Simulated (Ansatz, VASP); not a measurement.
**La2O3: VASP beside Ansatz**

```
La O
1.0
     3.93509    0.00000    0.00000
    -1.96755    3.40789    0.00000
     0.00000    0.00000    6.12623
La O
2 3
Direct
  0.33333 0.66667 0.24616
  0.66667 0.33333 0.75384
  0.00000 0.00000 0.00000
  0.33333 0.66667 0.64611
  0.66667 0.33333 0.35389
```

Alike in both runs: task single point; functional r2SCAN; k mesh 12 × 12 × 4; no spin polarisation.

```csv
,VASP,Ansatz
version,VASP 6.6.1,Ansatz 0.2.0
potentials or method,"VASP PAW PBE potentials, release 64 (La, O)","plane waves, PAW"
plane-wave cutoff (eV),520,500
occupations,"gaussian, width 0.01 eV",fixed
valence electrons in the cell,40,40
```

VASP gave:

```
gap on the k mesh at the Fermi level (eV)                     : 4.24
pressure (GPa)                                                : -0.4
traceless stress, the component that is largest in VASP (GPa) : 0.07
rms of the force components (eV/Å)                            : 0.008
```

Task: Which values does Ansatz return?

Result: gap on the k mesh at the Fermi level (eV): 4.23; pressure (GPa): 0.0; traceless stress, the component that is largest in VASP (GPa): 0.00; rms of the force components (eV/Å): 0.001.

VASP's potentials were made for PBE, not for r2SCAN. Atom by atom the forces differ by 0.009 eV/Å (rms over components).

Spin-orbit coupling is off throughout.
